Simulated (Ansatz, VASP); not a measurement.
## One calculation of NbC4, two programs

```
Nb C
1.0
     3.60729    0.00000    0.00000
     0.00000    3.60729    0.00000
     0.00000    0.00000    3.60729
Nb C
1 4
Cartesian
  0.0000 0.0000 0.0000
  1.2589 2.3484 2.3484
  2.3484 1.2589 2.3484
  2.3484 2.3484 1.2589
  1.2589 1.2589 1.2589
```

Change from the starting cell: species swapped into the SnI4 type (P-43m, No. 215).

Alike in both runs: functional PBE; k mesh 6 × 6 × 6; occupations gaussian, width 0.1 eV; no spin polarisation.

Ansatz relaxed the structure, and its values are those at the end. VASP's run is a single point on that final structure, the one shown.

|  | VASP | Ansatz |
| --- | --- | --- |
| version | VASP 6.6.1 | Ansatz 0.2.0 |
| potentials or method | VASP PAW PBE potentials, release 64 (Nb_sv, C_h), cutoff 910 eV | scalar-relativistic, plane waves, PAW |
| valence electrons in the cell | 29 | 29 |

Ansatz gave:

```
gap on the k mesh at the Fermi level (eV) : none
rms of the force components (eV/Å)        : 0.009
```

Q: Estimate VASP's values.

A: gap on the k mesh at the Fermi level (eV): none; rms of the force components (eV/Å): 0.012.

A gap of «none» marks a metal or a gap that the smearing closes.

Noted on VASP's run: the cutoff is under 1.25 times that of the potentials, so the pressure is a little rough.
